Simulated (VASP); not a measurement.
# WSe2 (P6_3/mmc) in VASP: notebook, part 2 of 2

VASP 6.6.1.

## (4) Single point, PBE

This run uses another cell than the first one, of 20.66 Å³/atom.

The input, INCAR:

```
SYSTEM = WSe2
PREC = Accurate
ENCUT = 520
EDIFF = 1E-6
ISMEAR = -1
SIGMA = 0.02
LREAL = .FALSE.
LASPH = .TRUE.
NELM = 80
ALGO = Normal
ISIF = 2
LWAVE = .FALSE.
LCHARG = .FALSE.
GGA = PE
NBANDS = 35
```

The input, KPOINTS:

```
regular mesh
0
G
  12 12 2
  0 0 0
```

The input, POSCAR:

```
WSe2
1.0
    3.2996674462      0.0000000000      0.0000000000
   -1.6498337231      2.8575958324      0.0000000000
    0.0000000000      0.0000000000     13.1487009077
W Se
2 4
Direct
    0.3333333333      0.6666666667      0.2500000000
    0.6666666667      0.3333333333      0.7500000000
    0.6666666667      0.3333333333      0.3766602602
    0.6666666667      0.3333333333      0.1233397398
    0.3333333333      0.6666666667      0.8766602602
    0.3333333333      0.6666666667      0.6233397398
```

Potentials or basis: VASP PAW PBE potentials, release 64 (W_sv, Se).

Launch:

```bash
cat potpaw_PBE.64/W_sv/POTCAR potpaw_PBE.64/Se/POTCAR > POTCAR
mpirun -np 1 vasp_std > vasp.out
```

OUTCAR:

```text
SYSTEM = WSe2
   PREC = Accurate
   ENCUT = 520
   EDIFF = 1E-6
   ISMEAR = -1
   LREAL = .FALSE.
   LASPH = .TRUE.
   NELM = 80
   ISIF = 2
   GGA = PE

 ion  position               nearest neighbor table
   1  0.333  0.667  0.250-   3 2.53   4 2.53   3 2.53   4 2.53   3 2.53   4 2.53
   2  0.667  0.333  0.750-   5 2.53   6 2.53   5 2.53   6 2.53   5 2.53   6 2.53
   3  0.667  0.333  0.377-   1 2.53   1 2.53   1 2.53
   4  0.667  0.333  0.123-   1 2.53   1 2.53   1 2.53
   5  0.333  0.667  0.877-   2 2.53   2 2.53   2 2.53
   6  0.333  0.667  0.623-   2 2.53   2 2.53   2 2.53

  LATTYP: Found a hexagonal cell.
 ALAT       =     3.2996674462
 C/A-ratio  =     3.9848563899

  Lattice vectors:

 A1 = (   3.2996674462,   0.0000000000,   0.0000000000)
 A2 = (  -1.6498337231,   2.8575958324,   0.0000000000)
 A3 = (   0.0000000000,   0.0000000000,  13.1487009077)

Analysis of symmetry for initial positions (statically):
=====================================================================
 Subroutine PRICEL returns:
 Original cell was already a primitive cell.

 Routine SETGRP: Setting up the symmetry group for a
 hexagonal supercell.

 Subroutine GETGRP returns: Found 24 space group operations
 (whereof 12 operations were pure point group operations)
 out of a pool of 24 trial point group operations.

The static configuration has the point symmetry D_3d.
 The point group associated with its full space group is D_6h.

Analysis of symmetry for dynamics (positions and initial velocities):
=====================================================================
 Subroutine PRICEL returns:
 Original cell was already a primitive cell.

 Routine SETGRP: Setting up the symmetry group for a
 hexagonal supercell.

[... 125 lines left out ...]
   NUPDOWN=      -1.0000    fix difference up-down
   EMIN   =  10.00;   EMAX   =-10.00  energy-range for DOS
   EFERMI =   0.00;   METHOD = LEGACY
   ISMEAR =    -1;   SIGMA  =   0.02  broadening in eV -4-tet -1-fermi 0-gaus
   EFERMI_NEDOS =   21; number of points for ismear=-14 and -15
   IALGO  =     38    algorithm
   IMIX   =      4    mixing-type and parameters
     AMIX     =   0.40;   BMIX     =  1.00
     AMIX_MAG =   1.60;   BMIX_MAG =  1.00
  volume/ion in A,a.u.               =      20.66       139.44
  Fermi-wavevector in a.u.,A,eV,Ry     =   1.225438  2.315742 20.431845  1.501698
  Thomas-Fermi vector in A             =   2.360476
   LORBIT       =      0    0 simple, 1 ext, 2 COOP (PROOUT), +10 PAW based schemes
   GGA     = PE    functional components
   LHFCALC =     F    Hartree Fock is set to
   AEXX    =    0.0000 exact exchange contribution
   IVDW    =     0    specifies the selected vdW correction
   LEPSILON=     F    determine dielectric tensor
   LRPA    =     F    only Hartree local field effects (RPA)
 non-spin polarized calculation
  energy-cutoff  :      520.00
  volume of cell :      123.98
 maximum number of plane-waves:      3378
 NGX is ok and might be reduce to    28
   NGX = 13   NGY = 13   NGZ = 49

 number of electron      51.9999996 magnetization

 Free energy of the ion-electron system (eV)
  ---------------------------------------------------
  ext. energy  EPLUGINS =         0.00000000
  ---------------------------------------------------
  free energy    TOTEN  =       -43.16134332 eV

  energy without entropy =      -43.16134332  energy(sigma->0) =      -43.16134332

 E-fermi :   6.6243     XC(G=0): -10.6224

 val. band max:        6.0384513591   @ k =   0.0000   0.0000   0.0000
 cond. band min:       7.0770329136   @ k =   0.1667   0.1667   0.0000
 fundamental gap:      1.0385815546
 Fermi energy:         6.6243242352

 k-point     1 :       0.0000    0.0000    0.0000
  band No.  band energies     occupation
      1     -68.2853      2.00000
      2     -68.2853      2.00000
      3     -32.5260      2.00000
      4     -32.5260      2.00000
      5     -32.4114      2.00000
      6     -32.4114      2.00000
[... 901 lines left out ...]
     34       9.9971      0.00000
     35      11.6653      0.00000

 [... further k-points ...]
[... 5 lines left out ...]
  --------------------------------------------------------------------------------------
  -------------------------------------------------------------------------------------
  Total        2.3947046      2.3947046      3.7388770      0.0000000      0.0000000      0.0000000
  in kB       30.9462986     30.9462986     48.3167751      0.0000000      0.0000000      0.0000000
  external PRESSURE =      36.7364575 kB  Pullay stress =       0.0000000 kB

 VOLUME and BASIS-vectors are now :
 -----------------------------------------------------------------------------
  energy-cutoff  :      520.00
  volume of cell :      123.98
      direct lattice vectors                 reciprocal lattice vectors
     3.299667446  0.000000000  0.000000000     0.303060844  0.174972260  0.000000000
    -1.649833723  2.857595832  0.000000000     0.000000000  0.349944519  0.000000000
     0.000000000  0.000000000 13.148700908     0.000000000  0.000000000  0.076053141

 POSITION                                       TOTAL-FORCE (eV/Angst)
 -----------------------------------------------------------------------------------
     -0.00000      1.90506      3.28718         0.000000      0.000000      0.000000
      1.64983      0.95253      9.86153         0.000000      0.000000      0.000000
      1.64983      0.95253      4.95259        -0.000000      0.000000      0.325026
      1.64983      0.95253      1.62176        -0.000000      0.000000     -0.325026
     -0.00000      1.90506     11.52694        -0.000000     -0.000000      0.325026
     -0.00000      1.90506      8.19611         0.000000     -0.000000     -0.325026
 -----------------------------------------------------------------------------------
    total drift:                                0.000000     -0.000000      0.000000

  FREE ENERGIE OF THE ION-ELECTRON SYSTEM (eV)
  ---------------------------------------------------
  free  energy   TOTEN  =       -43.1613433154 eV

  energy  without entropy=      -43.1613433154  energy(sigma->0) =      -43.16134332
```

OSZICAR:

```text
N       E                     dE             d eps       ncg     rms          rms(c)
DAV:   1     0.499418934122E+03    0.49942E+03   -0.27906E+04  2932   0.145E+03
DAV:   2    -0.135440419887E+02   -0.51296E+03   -0.49511E+03  3105   0.389E+02
DAV:   3    -0.443682534944E+02   -0.30824E+02   -0.30216E+02  3252   0.901E+01
DAV:   4    -0.450724626402E+02   -0.70421E+00   -0.69958E+00  3190   0.137E+01
DAV:   5    -0.450822927768E+02   -0.98301E-02   -0.98169E-02  3241   0.174E+00    0.298E+01
DAV:   6    -0.435476275111E+02    0.15347E+01   -0.59699E+00  2923   0.161E+01    0.106E+01
DAV:   7    -0.433277249621E+02    0.21990E+00   -0.27028E+00  2812   0.796E+00    0.565E+00
DAV:   8    -0.431600019481E+02    0.16772E+00   -0.36045E-01  2972   0.418E+00    0.125E+00
DAV:   9    -0.431628237975E+02   -0.28218E-02   -0.56690E-02  3118   0.115E+00    0.884E-01
DAV:  10    -0.431613617396E+02    0.14621E-02   -0.12575E-02  2936   0.753E-01    0.133E-01
DAV:  11    -0.431613702564E+02   -0.85168E-05   -0.16178E-03  2932   0.257E-01    0.175E-01
DAV:  12    -0.431613324233E+02    0.37833E-04   -0.63118E-05  3053   0.510E-02    0.103E-01
DAV:  13    -0.431613420415E+02   -0.96183E-05   -0.62947E-05  2906   0.460E-02    0.979E-03
DAV:  14    -0.431613431978E+02   -0.11562E-05   -0.56022E-06  2881   0.118E-02    0.704E-03
DAV:  15    -0.431613433154E+02   -0.11763E-06   -0.64027E-07  1828   0.490E-03
   1 F= -.43161343E+02 E0= -.43161343E+02  d E =-.292859E-11
```

It took 85 s on 1 thread of Intel Xeon 6975P-C (Granite Rapids), shared host; peak memory 0.32 GiB.

What came out:

```yaml
Free_energy: -43.1613 eV
Pressure: 3.7 GPa
Largest_force: 0.325 eV/Å
Band_gap_on_the_k_mesh: 1.04 eV (least direct gap 1.49 eV)
```

Forces in eV/Å, atoms in the order of the input:
```
W    0.000  0.000  0.000
W    0.000  0.000  0.000
Se   0.000  0.000  0.325
Se   0.000  0.000 -0.325
Se   0.000  0.000  0.325
Se   0.000  0.000 -0.325
```

Caveat: the cell stands under pressure; spin-orbit coupling is left out, which moves the levels of the heavy elements; this functional lacks dispersion, which binds the layers, so the pressure and a relaxed spacing across them are unreliable. A k mesh can miss the band edges.

## (5) Single point, PBE (strain +1.0%)

The input, INCAR:

```
SYSTEM = WSe2
PREC     = Accurate       ! precision mode
ENCUT    = 520            ! plane-wave cutoff, eV
EDIFF    = 1E-6           ! SCF threshold, eV
ISMEAR   = -1             ! smearing method
SIGMA    = 0.02           ! smearing width, eV
LREAL    = .False.        ! projectors in reciprocal space
LASPH    = .True.         ! aspherical terms in the spheres
NELM     = 80             ! most SCF steps
ALGO     = Normal         ! electronic algorithm
ISIF     = 2              ! what is computed and relaxed
LWAVE    = .False.        ! write WAVECAR
LCHARG   = .True.         ! write CHGCAR
GGA      = PE             ! functional
LELF     = .True.         ! ELF
LVHAR    = .True.       
NBANDS   = 35             ! bands
```

The input, KPOINTS:

```
Automatic mesh
0
Gamma
  12 12 2
  0 0 0
```

The input, POSCAR:

```
WSe2
1.0
    3.3326641206      0.0000000000      0.0000000000
   -1.6663320603      2.8861717907      0.0000000000
    0.0000000000      0.0000000000     13.2801879168
W Se
2 4
Direct
    0.3333333333      0.6666666667      0.2500000000
    0.6666666667      0.3333333333      0.7500000000
    0.6666666667      0.3333333333      0.3746484132
    0.6666666667      0.3333333333      0.1253515868
    0.3333333333      0.6666666667      0.8746484132
    0.3333333333      0.6666666667      0.6253515868
```

Launch:

```bash
cat potpaw_PBE.64/W_sv/POTCAR potpaw_PBE.64/Se/POTCAR > POTCAR
mpirun -np 1 vasp_std > vasp.out
```

It took 88 s on 1 thread of Intel Xeon 6975P-C (Granite Rapids), shared host; peak memory 0.33 GiB.

Results (log left out):

- Free energy: -43.1921 eV
- Pressure: 1.8 GPa
- Largest force: 0.306 eV/Å
- Band gap on the k mesh: 1.07 eV (least direct gap 1.39 eV)

Forces on the atoms (eV/Å):
```
W    0.000  0.000  0.000
W    0.000  0.000  0.000
Se   0.000  0.000  0.306
Se   0.000  0.000 -0.306
Se   0.000  0.000  0.306
Se   0.000  0.000 -0.306
```

Stress tensor (GPa, compression positive):
```
0.68 0.00 0.00
0.00 0.68 0.00
0.00 0.00 4.01
```

Levels at points of the mesh, in eV from the valence-band top:
```tsv
k point	band 24	band 25	band 26	band 27	band 28	band 29
(0.00, 0.00, 0.00)	-1.19	-0.92	0.00	2.53	2.53	2.57
(0.50, 0.00, 0.00)	-1.38	-1.28	-1.25	1.95	1.98	2.25
(0.00, 0.00, 0.50)	-1.66	-0.21	-0.21	2.54	2.54	2.54
(0.50, 0.00, 0.50)	-1.37	-1.30	-1.30	1.96	1.96	2.37
```

Caveat: the cell differs from its parent crystal (strain +1.0%); spin-orbit coupling is left out, which moves the levels of the heavy elements; this functional lacks dispersion, which binds the layers, so the pressure and a relaxed spacing across them are unreliable. A k mesh can miss the band edges.

## (6) Summary

| cell | gap on the mesh (eV) | pressure (GPa) | largest force (eV/Å) |
| --- | --- | --- | --- |
| a = 3.234, b = 3.234, c = 12.886 Å, angles 90.0, 90.0, 120.0°, 6 atoms, atomic positions A | 0.95 | 8.3 | 0.37 |
| a = 3.267, b = 3.267, c = 13.017 Å, angles 90.0, 90.0, 120.0°, 6 atoms, atomic positions B | 1.00 | 5.8 | 0.34 |
| a = 3.300, b = 3.300, c = 13.149 Å, angles 90.0, 90.0, 120.0°, 6 atoms, atomic positions C | 1.04 | 3.7 | 0.33 |
| a = 3.333, b = 3.333, c = 13.280 Å, angles 90.0, 90.0, 120.0°, 6 atoms, atomic positions D | 1.07 | 1.8 | 0.31 |

Alike in all rows: task single point; level PBE; potentials or basis VASP PAW PBE potentials, release 64 (W_sv, Se); no spin polarisation; k mesh 12 × 12 × 2; cutoff (eV) 520; smearing fermi-dirac 0.02 eV.

Caveats: spin-orbit coupling is left out, which moves the levels of the heavy elements; this functional lacks dispersion, which binds the layers, so the pressure and a relaxed spacing across them are unreliable; the cell stands under pressure (at least some runs).

Absolute energies hang on the potentials; compare differences alone.
